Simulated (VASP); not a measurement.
# BiP (P1) in VASP: single point with PBE

Aim: the single point of BiP with PBE.

All numbers are computed with VASP 6.6.1; they aren't measurements. Logs are shortened: lines on timing, memory, paths and dates and some standing lists are left out, and cuts for length are marked.

### 1 The cell of the first run

The typed cell holds 4 atoms: a = 4.924 Å, b = 4.917 Å, c = 4.427 Å, α = 90.35°, β = 88.63°, γ = 90.82°.

### 2 Single point, PBE (atoms moved at random and the cell strained at random)

The input, INCAR:

```
SYSTEM = BiP
PREC     = Accurate       ! precision mode
ENCUT    = 520            ! plane-wave cutoff, eV
EDIFF    = 1E-7           ! SCF threshold, eV
ISMEAR   = 0              ! smearing method
SIGMA    = 0.05           ! smearing width, eV
LREAL    = .False.        ! projectors in reciprocal space
LASPH    = .True.         ! aspherical terms in the spheres
NELM     = 60             ! most SCF steps
ALGO     = Normal         ! electronic algorithm
ISIF     = 2              ! what is computed and relaxed
LWAVE    = .False.        ! write WAVECAR
LCHARG   = .False.        ! write CHGCAR
GGA      = PE             ! functional
NBANDS   = 28             ! bands
```

The input, KPOINTS:

```
Automatic mesh
0
Gamma
  8 8 8
  0 0 0
```

The input, POSCAR:

```
BiP
1.0
    4.9232416239     -0.0349889441      0.0591275339
   -0.0349889441      4.9164313240     -0.0147188810
    0.0528646432     -0.0131598317      4.4270238958
Bi P
2 2
Direct
    0.4991367759     -0.0010824447      0.3023346307
    0.0053946016      0.5017052270      0.6997014905
   -0.0056470961      0.0066761401      0.0016905998
    0.5011157187      0.4927010776     -0.0037267210
```

Potentials or basis: VASP PAW PBE potentials, release 64 (Bi_d, P).

Launch:

```bash
$ cat potpaw_PBE.64/Bi_d/POTCAR potpaw_PBE.64/P/POTCAR > POTCAR
$ mpirun -np 1 vasp_std > vasp.out
```

OUTCAR:

```text
SYSTEM = BiP
   PREC = Accurate
   ENCUT = 520
   EDIFF = 1E-7
   ISMEAR = 0
   LREAL = .False.
   LASPH = .True.
   NELM = 60
   ISIF = 2
   GGA = PE

 ion  position               nearest neighbor table
   1  0.499  0.999  0.302-   3 2.75   4 2.79   4 2.83   3 2.85   2 3.83   2 3.88
   2  0.005  0.502  0.700-   4 2.78   3 2.78   4 2.80   3 2.81   1 3.83   1 3.88
   3  0.994  0.007  0.002-   1 2.75   2 2.78   2 2.81   1 2.85
   4  0.501  0.493  0.996-   2 2.78   1 2.79   2 2.80   1 2.83

  LATTYP: Found a triclinic cell.
 ALAT       =     4.4273590803
 B/A-ratio  =     1.4898890189
 C/A-ratio  =     1.1121124128
 COS(alpha) =     0.0054601162
 COS(beta)  =     0.0239682063
 COS(gamma) =     0.6666809477

  Lattice vectors:

 A1 = (  -0.0528646432,   0.0131598317,  -4.4270238958)
 A2 = (  -0.0178756991,  -4.9032714923,  -4.4123050148)
 A3 = (  -4.9232416239,   0.0349889441,  -0.0591275339)

Analysis of symmetry for initial positions (statically):
=====================================================================
 Subroutine PRICEL returns:
 Original cell was already a primitive cell.

 Routine SETGRP: Setting up the symmetry group for a
 triclinic supercell.

 Subroutine GETGRP returns: Found  1 space group operations
 (whereof  1 operations were pure point group operations)
 out of a pool of  2 trial point group operations.

The static configuration has the point symmetry C_1 .

Analysis of symmetry for dynamics (positions and initial velocities):
=====================================================================
 Subroutine PRICEL returns:
 Original cell was already a primitive cell.

 Routine SETGRP: Setting up the symmetry group for a
 triclinic supercell.

 Subroutine GETGRP returns: Found  1 space group operations
 (whereof  1 operations were pure point group operations)
 out of a pool of  2 trial point group operations.

The dynamic configuration has the point symmetry C_1 .

 Subroutine INISYM returns: Found  1 space group operations
 (whereof  1 operations are pure point group operations),
 and found     1 'primitive' translations

----------------------------------------------------------------------------------------

                                     Primitive cell

  volume of cell :     107.1335

  direct lattice vectors                    reciprocal lattice vectors
     4.923241624 -0.034988944  0.059127534     0.203157513  0.001438568 -0.002421699
    -0.034988944  4.916431324 -0.014718881     0.001438568  0.203411563  0.000587486
     0.052864643 -0.013159832  4.427023896    -0.002708598  0.000657085  0.225919683

  length of vectors
     4.923720989  4.916577858  4.427359080     0.203177039  0.203417498  0.225936875

  position of ions in fractional coordinates (direct lattice)
     0.499136776  0.998917555  0.302334631
     0.005394602  0.501705227  0.699701490
     0.994352904  0.006676140  0.001690600
     0.501115719  0.492701078  0.996273279

  ion indices of the primitive-cell ions
   primitive index   ion index
                 1           1
                 2           2
                 3           3
                 4           4

----------------------------------------------------------------------------------------

 KPOINTS: Automatic mesh

Automatic generation of k-mesh.
 Grid dimensions read from file:
 generate k-points for:    8    8    8

 Generating k-lattice:

  Cartesian coordinates                     Fractional coordinates (reciprocal lattice)
     0.025394689  0.000179821 -0.000302712     0.125000000  0.000000000  0.000000000
     0.000179821  0.025426445  0.000073436     0.000000000  0.125000000  0.000000000
    -0.000338575  0.000082136  0.028239960     0.000000000  0.000000000  0.125000000

  Length of vectors
     0.025397130  0.025427187  0.028242109

  Shift w.r.t. Gamma in fractional coordinates (k-lattice)
     0.000000000  0.000000000  0.000000000

 Subroutine IBZKPT returns following result:
 ===========================================

 Found    260 irreducible k-points:

 Following reciprocal coordinates:
            Coordinates               Weight
  0.000000  0.000000  0.000000      1.000000
  0.125000  0.000000  0.000000      2.000000
  0.250000  0.000000  0.000000      2.000000
  0.375000  0.000000 -0.000000      2.000000
  0.500000  0.000000  0.000000      1.000000
  0.000000  0.125000  0.000000      2.000000
[... 16 lines left out ...]
  0.125000  0.375000 -0.000000      2.000000
  0.250000  0.375000  0.000000      2.000000
 [... further k-points ...]
   k-points           NKPTS =    260   k-points in BZ     NKDIM =    260   number of bands    NBANDS=     28
   number of dos      NEDOS =    301   number of ions     NIONS =      4
   total plane-waves  NPLWV =  57600
   dimension x,y,z NGX =    40 NGY =   40 NGZ =   36
   dimension x,y,z NGXF=    80 NGYF=   80 NGZF=   72
   ions per type =               2   2
   NGX,Y,Z   is equivalent  to a cutoff of  13.51, 13.53, 13.52 a.u.
   NGXF,Y,Z  is equivalent  to a cutoff of  27.01, 27.05, 27.04 a.u.
 SYSTEM =  BiP
   PREC   = accura    normal or accurate (medium, high low for compatibility)
   ISTART =      0    job   : 0-new  1-cont  2-samecut
   ICHARG =      2    charge: 1-file 2-atom 10-const
   ISPIN  =      1    spin polarized calculation?
   LNONCOLLINEAR =      F non collinear calculations
   LSORBIT =      F    spin-orbit coupling
   LASPH  =      T    aspherical Exc in radial PAW
   ENCUT  =  520.0 eV  38.22 Ry    6.18 a.u.   9.15  9.14  8.23*2*pi/ulx,y,z
   NELM   =     60;   NELMIN=  2; NELMDL= -5     # of ELM steps
   EDIFF  = 0.1E-06   stopping-criterion for ELM
   LREAL  =      F    real-space projection
   EDIFFG = 0.1E-05   stopping-criterion for IOM
   NSW    =      0    number of steps for IOM
   IBRION =     -1    ionic relax: 0-MD 1-quasi-New 2-CG
   NFREE  =      0    steps in history (QN), initial steepest desc. (CG)
   ISIF   =      2    stress and relaxation
   ISYM   =      2    0-nonsym 1-usesym 2-fastsym
   POTIM  = 0.5000    time-step for ionic-motion
   TEBEG  =    0.0;   TEEND  =   0.0 temperature during run
   PSTRESS=    0.0 pullay stress
   NELECT =      40.0000    total number of electrons
   NUPDOWN=      -1.0000    fix difference up-down
   EMIN   =  10.00;   EMAX   =-10.00  energy-range for DOS
   EFERMI =   0.00;   METHOD = LEGACY
   ISMEAR =     0;   SIGMA  =   0.05  broadening in eV -4-tet -1-fermi 0-gaus
   EFERMI_NEDOS =   21; number of points for ismear=-14 and -15
   IALGO  =     38    algorithm
   IMIX   =      4    mixing-type and parameters
     AMIX     =   0.40;   BMIX     =  1.00
     AMIX_MAG =   1.60;   BMIX_MAG =  1.00
  volume/ion in A,a.u.               =      26.78       180.74
  Fermi-wavevector in a.u.,A,eV,Ry     =   1.178835  2.227676 18.907372  1.389653
  Thomas-Fermi vector in A             =   2.315157
   LORBIT       =      0    0 simple, 1 ext, 2 COOP (PROOUT), +10 PAW based schemes
   GGA     = PE    functional components
   LHFCALC =     F    Hartree Fock is set to
   AEXX    =    0.0000 exact exchange contribution
   IVDW    =     0    specifies the selected vdW correction
   LEPSILON=     F    determine dielectric tensor
   LRPA    =     F    only Hartree local field effects (RPA)
 non-spin polarized calculation
 Gauss-broadening in eV      SIGMA  =   0.05
  energy-cutoff  :      520.00
  volume of cell :      107.13
 maximum number of plane-waves:      2906
 NGX is ok and might be reduce to    40
   NGX = 19   NGY = 19   NGZ = 17

 number of electron      39.9999998 magnetization

 Free energy of the ion-electron system (eV)
  ---------------------------------------------------
  ext. energy  EPLUGINS =         0.00000000
  ---------------------------------------------------
  free energy    TOTEN  =       -17.39431795 eV

  energy without entropy =      -17.39234219  energy(sigma->0) =      -17.39333007

 E-fermi :   6.3441     XC(G=0):  -9.7749

 val. band max:        6.3440758961   @ k =   0.3750   0.5000   0.1250
 cond. band min:       6.3465622212   @ k =   0.2500   0.2500   0.3750
 fundamental gap:      0.0024863251
 Fermi energy:         6.3441433897

 k-point     1 :       0.0000    0.0000    0.0000
  band No.  band energies     occupation
      1     -16.5592      2.00000
      2     -16.5476      2.00000
      3     -16.5369      2.00000
      4     -16.5328      2.00000
      5     -16.5209      2.00000
      6     -16.5180      2.00000
[... 20 lines left out ...]
     27      11.1377      0.00000
     28      11.8600      0.00000

 k-point     2 :       0.1250    0.0000    0.0000
  band No.  band energies     occupation
      1     -16.5570      2.00000
      2     -16.5464      2.00000
      3     -16.5367      2.00000
      4     -16.5325      2.00000
      5     -16.5215      2.00000
      6     -16.5169      2.00000
[... 20 lines left out ...]
     27      11.4752      0.00000
     28      12.2788      0.00000

 k-point     3 :       0.2500    0.0000    0.0000
  band No.  band energies     occupation
      1     -16.5511      2.00000
      2     -16.5430      2.00000
      3     -16.5358      2.00000
      4     -16.5315      2.00000
      5     -16.5236      2.00000
      6     -16.5161      2.00000
[... 20 lines left out ...]
     27      12.2880      0.00000
     28      12.4863      0.00000

 k-point     4 :       0.3750    0.0000   -0.0000
  band No.  band energies     occupation
      1     -16.5434      2.00000
      2     -16.5384      2.00000
      3     -16.5343      2.00000
      4     -16.5304      2.00000
      5     -16.5275      2.00000
      6     -16.5202      2.00000
[... 578 lines left out ...]
     27      12.1507      0.00000
     28      12.3488      0.00000

 k-point    23 :       0.1250    0.3750   -0.0000
  band No.  band energies     occupation
      1     -16.5420      2.00000
      2     -16.5391      2.00000
      3     -16.5344      2.00000
      4     -16.5303      2.00000
      5     -16.5272      2.00000
      6     -16.5211      2.00000
[... 20 lines left out ...]
     27      12.1559      0.00000
     28      12.7013      0.00000

 k-point    24 :       0.2500    0.3750    0.0000
  band No.  band energies     occupation
      1     -16.5404      2.00000
      2     -16.5396      2.00000
      3     -16.5361      2.00000
      4     -16.5290      2.00000
      5     -16.5267      2.00000
      6     -16.5212      2.00000
[... 20 lines left out ...]
     27      11.7270      0.00000
     28      13.3861      0.00000

 [... further k-points ...]

------------------------ aborting loop because EDIFF is reached ----------------------------------------

  FORCE on cell =-STRESS in cart. coord.  units (eV):
  Direction    XX          YY          ZZ          XY          YZ          ZX
  --------------------------------------------------------------------------------------
  -------------------------------------------------------------------------------------
  Total        0.4319860      0.0066970      0.0670351      0.0445605     -0.0151156     -0.2534961
  in kB        6.4603374      0.1001541      1.0025085      0.6664012     -0.2260540     -3.7910261
  external PRESSURE =       2.5210000 kB  Pullay stress =       0.0000000 kB

 VOLUME and BASIS-vectors are now :
 -----------------------------------------------------------------------------
  energy-cutoff  :      520.00
  volume of cell :      107.13
      direct lattice vectors                 reciprocal lattice vectors
     4.923241624 -0.034988944  0.059127534     0.203157513  0.001438568 -0.002421699
    -0.034988944  4.916431324 -0.014718881     0.001438568  0.203411563  0.000587486
     0.052864643 -0.013159832  4.427023896    -0.002708598  0.000657085  0.225919683

 POSITION                                       TOTAL-FORCE (eV/Angst)
 -----------------------------------------------------------------------------------
      2.43840      4.88967      1.35325        -0.113342     -0.022453      0.010062
      0.04599      2.45720      3.09053        -0.029004      0.007278     -0.088147
      4.89530     -0.00199      0.06618         0.156067     -0.098330     -0.009162
      2.50254      2.39169      4.43290        -0.013720      0.113505      0.087247
 -----------------------------------------------------------------------------------
    total drift:                                0.000069     -0.000036     -0.000054

  FREE ENERGIE OF THE ION-ELECTRON SYSTEM (eV)
  ---------------------------------------------------
  free  energy   TOTEN  =       -17.3943179514 eV

  energy  without entropy=      -17.3923421859  energy(sigma->0) =      -17.39333007
```

Wall time 16 min (1 thread of Intel Xeon 8259CL, shared host); peak memory 0.7 GiB.

What came out:

```yaml
Free_energy: -17.3943 eV
Pressure: 0.3 GPa
Largest_force: 0.185 eV/Å
Band_gap_on_the_k_mesh: zero (bands 20 and 21 overlap by 1.39 eV)
```

Forces on the atoms (eV/Å):
```
Bi  -0.113 -0.022  0.010
Bi  -0.029  0.007 -0.088
P    0.156 -0.098 -0.009
P   -0.014  0.114  0.087
```

Caveat: the cell differs from its parent crystal (atoms moved at random and the cell strained at random); spin-orbit coupling is left out, which moves the levels of the heavy elements.
